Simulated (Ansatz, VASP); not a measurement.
# Two plane-wave programs on Al3N

```xyz
4
Lattice="3.6177 0.0000 0.0000 0.0000 3.6177 0.0000 0.0000 0.0000 4.3871" Properties=species:S:1:pos:R:3 pbc="T T T"
Al    1.8088    1.8088    0.0000
Al    0.0000    1.8088    2.1936
Al    1.8088    0.0000    2.1936
N     0.0000    0.0000    0.0000
```

Change from the starting cell: species swapped into the SrPb3 type (P4/mmm, No. 123).

Alike in both runs: functional PBE; k mesh 5 × 5 × 5; occupations gaussian, width 0.2 eV; no spin polarisation.

Ansatz relaxed the structure, and its values are those at the end. VASP's run is a single point on that final structure, the one shown.

```csv
,VASP,Ansatz
version,VASP 6.6.1,Ansatz 0.2.0
potentials or method,"VASP PAW PBE potentials, release 64 (Al, N), cutoff 600 eV","scalar-relativistic, plane waves, PAW"
valence electrons in the cell,14,14
```

Ansatz gave:

| Quantity | Value |
| --- | --- |
| gap on the k mesh at the Fermi level (eV) | none |
| pressure (GPa) | -0.4 |

Problem. Which values does VASP return?

Solution. gap on the k mesh at the Fermi level (eV): none; pressure (GPa): -0.5.

A gap of «none» marks a metal or a gap that the smearing closes.
